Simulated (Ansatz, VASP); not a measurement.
**One calculation of Co, two programs**

```
CELL_PARAMETERS angstrom
2.51900 0.00000 0.00000
-1.25950 2.18152 0.00000
0.00000 0.00000 4.09100
ATOMIC_POSITIONS crystal
Co 0.33333 0.66667 0.25000
Co 0.66667 0.33333 0.75000
```

Alike in both runs: task electric field gradients; functional r2SCAN; k mesh 19 × 19 × 10; occupations fermi-dirac, width 0.08 eV; collinear spin.

|  | VASP | Ansatz |
| --- | --- | --- |
| version | VASP 6.6.1 | Ansatz 0.2.0 |
| potentials or method | VASP PAW PBE potentials, release 64 (Co) | PAW with Ansatz's default frozen-core files, scalar-relativistic |
| plane-wave cutoff (eV) | 520 | 500 |
| valence electrons in the cell | 18 | 34 |

```tsv
	VASP	Ansatz	Ansatz less VASP
pressure (GPa)	-11.3	-11.3	+0.09
traceless stress, the component that is largest in VASP (GPa)	0.64	0.71	+0.070
net moment per atom (μB)	1.77	1.79	+0.013
size of the moment on the site where the two differ most (μB)	1.85	1.93	+0.082
size of Vzz on the site where it differs most (V/Å²)	2.4	2.0	-0.47
```

VASP's potentials were made for PBE, not for r2SCAN. Site moments also hang on the region over which each program counts them. VASP's potentials hold 18 valence electrons a cell and Ansatz's 34, so a difference there can come from the potentials and not from the codes. Ansatz's warnings: stability check not made.
